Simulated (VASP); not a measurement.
# Cu2Au3 (Pm-3m) in VASP: a series of runs

Cu2Au3 is run at these levels: PBE; tasks: single point, relaxation of cell and atoms.

All numbers are computed with VASP 6.6.1; they aren't measurements. Logs are shortened: lines on timing, memory, paths and dates and some standing lists are left out, and cuts for length are marked.

## Step 1: The cell of the first run

The structure is cubic, space group Pm-3m (No. 221). Conventional cell: a = 4.730 Å, b = 4.730 Å, c = 4.730 Å, α = 90.00°, β = 90.00°, γ = 90.00°. Cu (site symmetry m-3m) has 12 Au at 3.34 Å and 8 Cu at 4.10 Å within 4.4 Å. Within 3.1 Å of Cu (site symmetry m-3m) lie 6 Au at 2.36 Å. Au (site symmetry 4/mmm) has 2 Cu at 2.36 Å within 3.1 Å.

## Step 2: Single point, PBE

INCAR

```
PREC = Accurate
ENCUT = 520
EDIFF = 1E-6
ISMEAR = 0
SIGMA = 0.1
LREAL = F
LASPH = T
NELM = 80
ALGO = Normal
ISIF = 2
LWAVE = F
LCHARG = F
GGA = PE
NBANDS = 36
```

KPOINTS

```
regular mesh
0
Gamma
  4 4 4
```

POSCAR

```
Cu2Au3
1.0
    4.7297491134      0.0000000000      0.0000000000
    0.0000000000      4.7297491134      0.0000000000
    0.0000000000      0.0000000000      4.7297491134
Cu Au
2 3
Direct
    0.5000000000      0.5000000000      0.5000000000
    0.0000000000      0.0000000000      0.0000000000
    0.5000000000      0.0000000000      0.0000000000
    0.0000000000      0.5000000000      0.0000000000
    0.0000000000      0.0000000000      0.5000000000
```

Potentials or basis: VASP PAW PBE potentials, release 64 (Cu, Au).

The run is started by

```bash
> cat potpaw_PBE.64/Cu/POTCAR potpaw_PBE.64/Au/POTCAR > POTCAR
> mpirun -np 1 vasp_std > vasp.out
```

OUTCAR:

```text
PREC = Accurate
   ENCUT = 520
   EDIFF = 1E-6
   ISMEAR = 0
   LREAL = F
   LASPH = T
   NELM = 80
   ISIF = 2
   GGA = PE

 ion  position               nearest neighbor table
   1  0.500  0.500  0.500-
   2  0.000  0.000  0.000-   3 2.36   4 2.36   5 2.36   5 2.36   4 2.36   3 2.36
   3  0.500  0.000  0.000-   2 2.36   2 2.36   5 3.34   5 3.34   4 3.34   4 3.34   4 3.34   5 3.34
                             5 3.34   4 3.34
   4  0.000  0.500  0.000-   2 2.36   2 2.36   5 3.34   5 3.34   3 3.34   3 3.34   5 3.34   5 3.34
                             3 3.34   3 3.34
   5  0.000  0.000  0.500-   2 2.36   2 2.36   4 3.34   3 3.34   3 3.34   4 3.34   4 3.34   4 3.34
                             3 3.34   3 3.34

  LATTYP: Found a simple cubic cell.
 ALAT       =     4.7297491134

  Lattice vectors:

 A1 = (   4.7297491134,   0.0000000000,   0.0000000000)
 A2 = (   0.0000000000,   4.7297491134,   0.0000000000)
 A3 = (   0.0000000000,   0.0000000000,   4.7297491134)

Analysis of symmetry for initial positions (statically):
=====================================================================
 Subroutine PRICEL returns:
 Original cell was already a primitive cell.

 Routine SETGRP: Setting up the symmetry group for a
 simple cubic supercell.

 Subroutine GETGRP returns: Found 48 space group operations
[... 9 lines left out ...]

 Routine SETGRP: Setting up the symmetry group for a
 simple cubic supercell.

 Subroutine GETGRP returns: Found 48 space group operations
[... 11 lines left out ...]
                                     Primitive cell

  volume of cell :     105.8070

  direct lattice vectors                    reciprocal lattice vectors
     4.729749113  0.000000000  0.000000000     0.211427705  0.000000000  0.000000000
     0.000000000  4.729749113  0.000000000     0.000000000  0.211427705  0.000000000
     0.000000000  0.000000000  4.729749113     0.000000000  0.000000000  0.211427705

  length of vectors
     4.729749113  4.729749113  4.729749113     0.211427705  0.211427705  0.211427705

  position of ions in fractional coordinates (direct lattice)
     0.500000000  0.500000000  0.500000000
     0.000000000  0.000000000  0.000000000
     0.500000000  0.000000000  0.000000000
     0.000000000  0.500000000  0.000000000
     0.000000000  0.000000000  0.500000000

  ion indices of the primitive-cell ions
   primitive index   ion index
                 1           1
                 2           2
                 3           3
                 4           4
                 5           5

----------------------------------------------------------------------------------------

 KPOINTS: regular mesh

Automatic generation of k-mesh.
 Grid dimensions read from file:
 generate k-points for:    4    4    4

 Generating k-lattice:

  Cartesian coordinates                     Fractional coordinates (reciprocal lattice)
     0.052856926  0.000000000  0.000000000     0.250000000  0.000000000  0.000000000
     0.000000000  0.052856926  0.000000000     0.000000000  0.250000000  0.000000000
     0.000000000  0.000000000  0.052856926     0.000000000  0.000000000  0.250000000

  Length of vectors
     0.052856926  0.052856926  0.052856926

  Shift w.r.t. Gamma in fractional coordinates (k-lattice)
     0.000000000  0.000000000  0.000000000

 Subroutine IBZKPT returns following result:
 ===========================================

 Found     10 irreducible k-points:

 Following reciprocal coordinates:
            Coordinates               Weight
  0.000000  0.000000  0.000000      1.000000
  0.250000  0.000000  0.000000      6.000000
  0.500000  0.000000  0.000000      3.000000
  0.250000  0.250000  0.000000     12.000000
  0.500000  0.250000  0.000000     12.000000
  0.500000  0.500000  0.000000      3.000000
  0.250000  0.250000  0.250000      8.000000
  0.500000  0.250000  0.250000     12.000000
  0.500000  0.500000  0.250000      6.000000
  0.500000  0.500000  0.500000      1.000000
   k-points           NKPTS =     10   k-points in BZ     NKDIM =     10   number of bands    NBANDS=     36
   number of dos      NEDOS =    301   number of ions     NIONS =      5
   total plane-waves  NPLWV =  46656
   dimension x,y,z NGX =    36 NGY =   36 NGZ =   36
   dimension x,y,z NGXF=    72 NGYF=   72 NGZF=   72
   ions per type =               2   3
   NGX,Y,Z   is equivalent  to a cutoff of  12.65, 12.65, 12.65 a.u.
   NGXF,Y,Z  is equivalent  to a cutoff of  25.31, 25.31, 25.31 a.u.
 SYSTEM =  unknown system
   PREC   = accura    normal or accurate (medium, high low for compatibility)
   ISTART =      0    job   : 0-new  1-cont  2-samecut
   ICHARG =      2    charge: 1-file 2-atom 10-const
   ISPIN  =      1    spin polarized calculation?
   LNONCOLLINEAR =      F non collinear calculations
   LSORBIT =      F    spin-orbit coupling
   LASPH  =      T    aspherical Exc in radial PAW
   ENCUT  =  520.0 eV  38.22 Ry    6.18 a.u.   8.79  8.79  8.79*2*pi/ulx,y,z
   NELM   =     80;   NELMIN=  2; NELMDL= -5     # of ELM steps
   EDIFF  = 0.1E-05   stopping-criterion for ELM
   LREAL  =      F    real-space projection
   EDIFFG = 0.1E-04   stopping-criterion for IOM
   NSW    =      0    number of steps for IOM
   IBRION =     -1    ionic relax: 0-MD 1-quasi-New 2-CG
   NFREE  =      0    steps in history (QN), initial steepest desc. (CG)
   ISIF   =      2    stress and relaxation
   ISYM   =      2    0-nonsym 1-usesym 2-fastsym
   POTIM  = 0.5000    time-step for ionic-motion
   TEBEG  =    0.0;   TEEND  =   0.0 temperature during run
   PSTRESS=    0.0 pullay stress
   NELECT =      55.0000    total number of electrons
   NUPDOWN=      -1.0000    fix difference up-down
   EMIN   =  10.00;   EMAX   =-10.00  energy-range for DOS
   EFERMI =   0.00;   METHOD = LEGACY
   ISMEAR =     0;   SIGMA  =   0.10  broadening in eV -4-tet -1-fermi 0-gaus
   EFERMI_NEDOS =   21; number of points for ismear=-14 and -15
   IALGO  =     38    algorithm
   IMIX   =      4    mixing-type and parameters
     AMIX     =   0.40;   BMIX     =  1.00
     AMIX_MAG =   1.60;   BMIX_MAG =  1.00
  volume/ion in A,a.u.               =      21.16       142.80
  Fermi-wavevector in a.u.,A,eV,Ry     =   1.316308  2.487462 23.574373  1.732668
  Thomas-Fermi vector in A             =   2.446430
   LORBIT       =      0    0 simple, 1 ext, 2 COOP (PROOUT), +10 PAW based schemes
   GGA     = PE    functional components
   LHFCALC =     F    Hartree Fock is set to
   AEXX    =    0.0000 exact exchange contribution
   IVDW    =     0    specifies the selected vdW correction
   LEPSILON=     F    determine dielectric tensor
   LRPA    =     F    only Hartree local field effects (RPA)
 non-spin polarized calculation
 Gauss-broadening in eV      SIGMA  =   0.10
  energy-cutoff  :      520.00
  volume of cell :      105.81
 maximum number of plane-waves:      2897
 NGX is ok and might be reduce to    36
   NGX = 17   NGY = 17   NGZ = 17

 number of electron      55.0000071 magnetization

 Free energy of the ion-electron system (eV)
  ---------------------------------------------------
  ext. energy  EPLUGINS =         0.00000000
  ---------------------------------------------------
  free energy    TOTEN  =       -13.34405018 eV

  energy without entropy =      -13.32192501  energy(sigma->0) =      -13.33298760

 E-fermi :   4.4687     XC(G=0): -10.5754

 val. band max:        4.4522309819   @ k =   0.2500   0.2500   0.2500
 cond. band min:       4.5237260561   @ k =   0.5000   0.5000   0.2500
 fundamental gap:      0.0714950742
 Fermi energy:         4.4686852085

 k-point     1 :       0.0000    0.0000    0.0000
  band No.  band energies     occupation
      1      -3.2666      2.00000
      2      -0.6590      2.00000
      3      -0.6590      2.00000
      4      -0.6457      2.00000
      5      -0.6457      2.00000
      6      -0.6457      2.00000
[... 28 lines left out ...]
     35      11.0174      0.00000
     36      12.8805      0.00000

 k-point     2 :       0.2500    0.0000    0.0000
  band No.  band energies     occupation
      1      -2.8828      2.00000
      2      -0.6428      2.00000
      3      -0.6073      2.00000
      4      -0.4793      2.00000
      5      -0.3865      2.00000
      6      -0.3865      2.00000
[... 28 lines left out ...]
     35      10.8553      0.00000
     36      11.6032      0.00000

 k-point     3 :       0.5000    0.0000    0.0000
  band No.  band energies     occupation
      1      -2.4042      2.00000
      2      -0.6281      2.00000
      3      -0.5668      2.00000
      4       0.0649      2.00000
      5       0.0930      2.00000
      6       0.0930      2.00000
[... 28 lines left out ...]
     35      10.8090      0.00000
     36      13.9837      0.00000

 k-point     4 :       0.2500    0.2500    0.0000
  band No.  band energies     occupation
      1      -2.4911      2.00000
      2      -0.5861      2.00000
      3      -0.3984      2.00000
      4      -0.3697      2.00000
      5      -0.2991      2.00000
      6      -0.1012      2.00000
[... 28 lines left out ...]
     35      12.0011      0.00000
     36      12.3269      0.00000

 k-point     5 :       0.5000    0.2500    0.0000
  band No.  band energies     occupation
      1      -2.0002      2.00000
      2      -0.5132      2.00000
      3      -0.3182      2.00000
      4      -0.2478      2.00000
      5       0.1437      2.00000
      6       0.5522      2.00000
[... 28 lines left out ...]
     35      12.5372      0.00000
     36      12.8069      0.00000

 k-point     6 :       0.5000    0.5000    0.0000
  band No.  band energies     occupation
      1      -1.5192      2.00000
      2      -0.3505      2.00000
      3      -0.3505      2.00000
      4       0.2039      2.00000
      5       0.2039      2.00000
      6       0.4333      2.00000
[... 28 lines left out ...]
     35      11.3356      0.00000
     36      11.3356      0.00000

 k-point     7 :       0.2500    0.2500    0.2500
  band No.  band energies     occupation
      1      -2.0987      2.00000
      2      -0.4819      2.00000
      3      -0.4819      2.00000
      4      -0.1958      2.00000
      5       0.0237      2.00000
      6       0.0237      2.00000
[... 28 lines left out ...]
     35      12.2092      0.00000
     36      12.2092      0.00000

 k-point     8 :       0.5000    0.2500    0.2500
  band No.  band energies     occupation
      1      -1.6012      2.00000
      2      -0.4975      2.00000
      3      -0.4851      2.00000
      4      -0.0652      2.00000
      5       0.4875      2.00000
      6       0.4910      2.00000
[... 28 lines left out ...]
     35      12.7760      0.00000
     36      13.6212      0.00000

 k-point     9 :       0.5000    0.5000    0.2500
  band No.  band energies     occupation
      1      -1.1097      2.00000
      2      -0.6043      2.00000
      3      -0.6043      2.00000
      4       0.4238      2.00000
      5       0.4256      2.00000
      6       0.6568      2.00000
[... 28 lines left out ...]
     35      14.4778      0.00000
     36      14.7228      0.00000

 k-point    10 :       0.5000    0.5000    0.5000
  band No.  band energies     occupation
      1      -0.7409      2.00000
      2      -0.7409      2.00000
      3      -0.7409      2.00000
      4       0.2496      2.00000
      5       1.0283      2.00000
      6       1.0283      2.00000
[... 28 lines left out ...]
     35      16.7599      0.00000
     36      16.7599      0.00000

------------------------ aborting loop because EDIFF is reached ----------------------------------------

  FORCE on cell =-STRESS in cart. coord.  units (eV):
  Direction    XX          YY          ZZ          XY          YZ          ZX
  --------------------------------------------------------------------------------------
  -------------------------------------------------------------------------------------
  Total        0.0873233      0.0873233      0.0873233     -0.0000000      0.0000000     -0.0000000
  in kB        1.3222895      1.3222895      1.3222895     -0.0000000      0.0000000     -0.0000000
  external PRESSURE =       1.3222895 kB  Pullay stress =       0.0000000 kB

 VOLUME and BASIS-vectors are now :
 -----------------------------------------------------------------------------
  energy-cutoff  :      520.00
  volume of cell :      105.81
      direct lattice vectors                 reciprocal lattice vectors
     4.729749113  0.000000000  0.000000000     0.211427705  0.000000000  0.000000000
     0.000000000  4.729749113  0.000000000     0.000000000  0.211427705  0.000000000
     0.000000000  0.000000000  4.729749113     0.000000000  0.000000000  0.211427705

 POSITION                                       TOTAL-FORCE (eV/Angst)
 -----------------------------------------------------------------------------------
      2.36487      2.36487      2.36487         0.000000      0.000000      0.000000
      0.00000      0.00000      0.00000         0.000000      0.000000      0.000000
      2.36487      0.00000      0.00000         0.000000      0.000000      0.000000
      0.00000      2.36487      0.00000         0.000000      0.000000      0.000000
      0.00000      0.00000      2.36487         0.000000      0.000000      0.000000
 -----------------------------------------------------------------------------------
    total drift:                                0.000000      0.000000     -0.000000

  FREE ENERGIE OF THE ION-ELECTRON SYSTEM (eV)
  ---------------------------------------------------
  free  energy   TOTEN  =       -13.3440501843 eV

  energy  without entropy=      -13.3219250091  energy(sigma->0) =      -13.33298760
```

Wall time 30 s (1 thread of AMD EPYC 9R45 (Zen 5), shared host); peak memory 0.18 GiB.

What came out:

```yaml
Free_energy: -13.3441 eV
Pressure: 0.1 GPa
```

Levels at points of the mesh, in eV from the Fermi level:
```tsv
k point	band 24	band 25	band 26	band 27	band 28	band 29	band 30	band 31
(0.00, 0.00, 0.00)	-1.11	-0.70	-0.70	0.81	0.81	0.81	3.08	3.16
(0.50, 0.00, 0.00)	-1.28	-1.26	-1.13	-0.93	2.50	3.10	3.10	3.20
(0.50, 0.50, 0.00)	-1.32	-1.29	-1.23	-1.23	-0.84	-0.25	5.17	5.46
(0.50, 0.50, 0.50)	-1.37	-1.18	-1.18	0.28	0.28	0.28	0.90	0.90
```

Caveat: spin-orbit coupling is left out, which moves the levels of the heavy elements.

(Continued in part 2 of 2.)
